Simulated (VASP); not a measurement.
Here is a VASP 6.6.1 calculation.

INCAR

```
ALGO = Normal
EDIFF = 1E-6
ENCUT = 500
GGA_COMPAT = F
ISIF = 2
ISMEAR = -1
LASPH = T
LCHARG = T
LELF = T
LREAL = F
LVHAR = T
LWAVE = F
NBANDS = 18
NELM = 120
PREC = Accurate
SIGMA = 0.08
```

File KPOINTS:

```
k-points
0
Gamma
  15 15 8
```

File POSCAR:

```
Au
1.0
    2.4066069847      0.0000000000      0.0000000000
   -1.2033034923      2.0841827856      0.0000000000
    0.0000000000      0.0000000000      3.9704270531
Au
2
Direct
    0.3333333333      0.6666666667      0.2500000000
    0.6666666667      0.3333333333      0.7500000000
```

Potentials or basis: VASP PAW LDA potentials, release 64 (Au).

Command:

```sh
$ cat potpaw_LDA.64/Au/POTCAR > POTCAR
$ mpirun -np 1 vasp_std > vasp.out
```

(1) Estimate the band gap on the k mesh.

(2) Estimate the pressure.

Answers

(1) zero (band 11 reaches 28.52 eV, above the bottom of band 12 at 17.52 eV).

(2) 403.0 GPa.

Caveat: spin-orbit coupling is left out, which moves the levels of the heavy elements.
